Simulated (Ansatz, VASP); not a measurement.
**Zn in VASP and in Ansatz**

```
CELL_PARAMETERS angstrom
3.15959 0.00000 0.00000
-1.57979 2.73628 0.00000
0.00000 0.00000 10.15486
ATOMIC_POSITIONS crystal
Zn 0.00000 0.00000 0.00000
Zn 0.33333 0.66667 0.25000
Zn 0.00000 0.00000 0.50000
Zn 0.66667 0.33333 0.75000
```

Alike in both runs: task single point; functional PBE; k mesh 6 × 6 × 2; occupations gaussian, width 0.1 eV; no spin polarisation.

|  | VASP | Ansatz |
| --- | --- | --- |
| version | VASP 6.6.1 | Ansatz 0.2.0 |
| potentials or method | VASP PAW PBE potentials, release 64 (Zn), cutoff 500 eV | scalar-relativistic, plane waves, PAW |
| valence electrons in the cell | 48 | 48 |

```csv
,VASP,Ansatz,Ansatz less VASP
gap on the k mesh at the Fermi level (eV),none,none,-
pressure (GPa),-7.7,-7.8,-0.05
"traceless stress, the component that is largest in VASP (GPa)",1.54,1.55,+0.003
```

A gap of «none» marks a metal or a gap that the smearing closes. With one functional, cell and mesh, what is left measures potentials, basis and numerics.

The k mesh is coarse, so the values compare programs but aren't converged.
